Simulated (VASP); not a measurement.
# ZnO (P6_3mc) in VASP: further runs, part 2 of 2

VASP 6.6.1. The steps go on from the part before.

**3. Relaxation of the atoms, PBE (strain along c alone, the other axes held: -6.0 %)**

INCAR reads:

```
PREC = Accurate
ENCUT = 520
EDIFF = 1E-6
ISMEAR = 0
SIGMA = 0.02
LREAL = F
LASPH = T
NELM = 100
ALGO = Normal
ISIF = 2
LWAVE = F
LCHARG = F
GGA = PE
IBRION = 2
NSW = 60
EDIFFG = -0.008
```

KPOINTS reads:

```
Automatic mesh
0
Gamma
  12 12 6
```

POSCAR reads:

```
ZnO
1.0
    3.2793907632      0.0000000000      0.0000000000
   -1.6396953816      2.8400357098      0.0000000000
    0.0000000000      0.0000000000      4.9756391792
Zn O
2 2
Direct
    0.6666666667      0.3333333333      0.4948741417
    0.3333333333      0.6666666667     -0.0051258583
    0.6666666667      0.3333333333      0.8854358583
    0.3333333333      0.6666666667      0.3854358583
```

Potentials or basis: VASP PAW PBE potentials, release 64 (Zn, O).

Launch:

```bash
$ cat potpaw_PBE.64/Zn/POTCAR potpaw_PBE.64/O/POTCAR > POTCAR
$ mpirun -np 1 vasp_std > vasp.out
```

OUTCAR:

```text
PREC = Accurate
   ENCUT = 520
   EDIFF = 1E-6
   ISMEAR = 0
   LREAL = F
   LASPH = T
   NELM = 100
   ISIF = 2
   GGA = PE
   IBRION = 2
   NSW = 60
   EDIFFG = -0.008

 ion  position               nearest neighbor table
   1  0.667  0.333  0.495-   3 1.94   4 1.97   4 1.97   4 1.97
   2  0.333  0.667  0.995-   4 1.94   3 1.97   3 1.97   3 1.97
   3  0.667  0.333  0.885-   1 1.94   2 1.97   2 1.97   2 1.97
   4  0.333  0.667  0.385-   2 1.94   1 1.97   1 1.97   1 1.97

  LATTYP: Found a hexagonal cell.
 ALAT       =     3.2793907632
 C/A-ratio  =     1.5172449819

  Lattice vectors:

 A1 = (   3.2793907632,   0.0000000000,   0.0000000000)
 A2 = (  -1.6396953816,   2.8400357098,   0.0000000000)
 A3 = (   0.0000000000,   0.0000000000,   4.9756391792)

Analysis of symmetry for initial positions (statically):
=====================================================================
 Subroutine PRICEL returns:
 Original cell was already a primitive cell.

 Routine SETGRP: Setting up the symmetry group for a
 hexagonal supercell.

 Subroutine GETGRP returns: Found 12 space group operations
 (whereof  6 operations were pure point group operations)
 out of a pool of 24 trial point group operations.

The static configuration has the point symmetry C_3v.
 The point group associated with its full space group is C_6v.

Analysis of symmetry for dynamics (positions and initial velocities):
=====================================================================
 Subroutine PRICEL returns:
 Original cell was already a primitive cell.

 Routine SETGRP: Setting up the symmetry group for a
 hexagonal supercell.

 Subroutine GETGRP returns: Found 12 space group operations
 (whereof  6 operations were pure point group operations)
 out of a pool of 24 trial point group operations.

The dynamic configuration has the point symmetry C_3v.
[... 128 lines left out ...]
   LORBIT       =      0    0 simple, 1 ext, 2 COOP (PROOUT), +10 PAW based schemes
   GGA     = PE    functional components
   LHFCALC =     F    Hartree Fock is set to
   AEXX    =    0.0000 exact exchange contribution
   IVDW    =     0    specifies the selected vdW correction
   LEPSILON=     F    determine dielectric tensor
   LRPA    =     F    only Hartree local field effects (RPA)
 conjugate gradient relaxation of ions
 non-spin polarized calculation
 Gauss-broadening in eV      SIGMA  =   0.02
  energy-cutoff  :      520.00
  volume of cell :       46.34
 maximum number of plane-waves:      1263
   NGX = 13   NGY = 13   NGZ = 19

--------------------------------------- Ionic step        1  -------------------------------------------

 number of electron      36.0000006 magnetization

 Free energy of the ion-electron system (eV)
  ---------------------------------------------------
  ext. energy  EPLUGINS =         0.00000000
  ---------------------------------------------------
  free energy    TOTEN  =       -17.72034044 eV

  energy without entropy =      -17.72034044  energy(sigma->0) =      -17.72034044

------------------------ aborting loop because EDIFF is reached ----------------------------------------

  FORCE on cell =-STRESS in cart. coord.  units (eV):
  Direction    XX          YY          ZZ          XY          YZ          ZX
  --------------------------------------------------------------------------------------
  -------------------------------------------------------------------------------------
  Total        2.0915743      2.0915743      4.6778797      0.0000000     -0.0000000      0.0000000
  in kB       72.3132736     72.3132736    161.7311888      0.0000000     -0.0000000      0.0000000
  external PRESSURE =     102.1192453 kB  Pullay stress =       0.0000000 kB
[... 63 lines left out ...]
--------------------------------------- Ionic step        3  -------------------------------------------

 number of electron      36.0000021 magnetization

 Free energy of the ion-electron system (eV)
  ---------------------------------------------------
  ext. energy  EPLUGINS =         0.00000000
  ---------------------------------------------------
  free energy    TOTEN  =       -17.72996324 eV

  energy without entropy =      -17.72996324  energy(sigma->0) =      -17.72996324

 E-fermi :   1.4966     XC(G=0): -11.0554

 val. band max:        1.4135683817   @ k =   0.0000   0.0000   0.0000
 cond. band min:       2.2955466473   @ k =   0.0000   0.0000   0.0000
 fundamental gap:      0.8819782656
 Fermi energy:         1.4965851078

 k-point     1 :       0.0000    0.0000    0.0000
  band No.  band energies     occupation
      1     -16.8428      2.00000
      2     -15.9885      2.00000
      3      -4.4088      2.00000
      4      -4.4088      2.00000
      5      -4.2669      2.00000
      6      -4.2669      2.00000
[... 589 lines left out ...]
     21       9.7847      0.00000
     22      10.2615      0.00000

 [... further k-points ...]

------------------------ aborting loop because EDIFF is reached ----------------------------------------

  FORCE on cell =-STRESS in cart. coord.  units (eV):
  Direction    XX          YY          ZZ          XY          YZ          ZX
  --------------------------------------------------------------------------------------
  -------------------------------------------------------------------------------------
  Total        2.3986614      2.3986614      3.6954816      0.0000000      0.0000000      0.0000000
  in kB       82.9303863     82.9303863    127.7661418      0.0000000      0.0000000      0.0000000
  external PRESSURE =      97.8756381 kB  Pullay stress =       0.0000000 kB
[... 19 lines left out ...]
  FREE ENERGIE OF THE ION-ELECTRON SYSTEM (eV)
  ---------------------------------------------------
  free  energy   TOTEN  =       -17.7299632436 eV

  energy  without entropy=      -17.7299632436  energy(sigma->0) =      -17.72996324

 reached required accuracy - stopping structural energy minimisation
```

Run time: 1.7 min. Hardware: 1 thread of Intel Xeon Platinum 8259CL at 2.50GHz (Skylake/Cascade Lake), shared host; peak memory 0.2 GiB.

What came out:

| Property | Result |
| --- | --- |
| Free energy | -17.7300 eV |
| Energy gained by relaxing | 2.4 meV/atom |
| Ionic steps | 3 |
| Pressure after relaxing | 9.8 GPa |
| Band gap on the k mesh | 0.88 eV |

Step by step:
| step | energy change (eV) | largest force (eV/Å) | pressure (GPa) |
| --- | --- | --- | --- |
| 1 | 0.0000 | 0.2696 | 10.21 |
| 2 | -0.0088 | 0.0746 | 9.87 |
| 3 | -0.0096 | 0.0017 | 9.79 |

Final structure:
```
CELL_PARAMETERS angstrom
3.27939 0.00000 0.00000
-1.63970 2.84004 0.00000
0.00000 0.00000 4.97564
ATOMIC_POSITIONS crystal
Zn 0.66667 0.33333 0.49110
Zn 0.33333 0.66667 0.99110
O 0.66667 0.33333 0.88921
O 0.33333 0.66667 0.38921
```

Caveat: the cell differs from its parent crystal (strain along c alone, the other axes held: -6.0 %).
